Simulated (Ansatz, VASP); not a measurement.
One calculation of Ti, two programs

```
Ti
1.0
     0.00000    1.86760    1.94880
     1.86760    0.00000    1.94880
     1.86760    1.86760    0.00000
Ti
1
Direct
  0.00000 0.00000 0.00000
```

Change from the starting cell: strain -0.080 along x and y, -0.040 along z, atoms carried along.

Alike in both runs: task single point; functional r2SCAN; k mesh 20 × 20 × 20; occupations gaussian, width 0.15 eV; no spin polarisation.

|  | VASP | Ansatz |
| --- | --- | --- |
| version | VASP 6.6.1 | Ansatz 0.2.0 |
| potentials or method | VASP PAW PBE potentials, release 64 (Ti_sv), cutoff 520 eV | scalar-relativistic, plane waves, PAW |
| valence electrons in the cell | 12 | 12 |

|  | VASP | Ansatz | Ansatz less VASP |
| --- | --- | --- | --- |
| gap on the k mesh at the Fermi level (eV) | none | none | - |
| pressure (GPa) | 40.8 | 39.9 | -0.81 |
| traceless stress, the component that is largest in VASP (GPa) | -0.63 | -0.59 | +0.035 |

VASP's potentials were made for PBE, not for r2SCAN. A gap of «none» marks a metal or a gap that the smearing closes. Both programs put the cell under a high pressure, so it lies far from rest at this level. With one functional, cell and mesh, what is left measures potentials, basis and numerics.
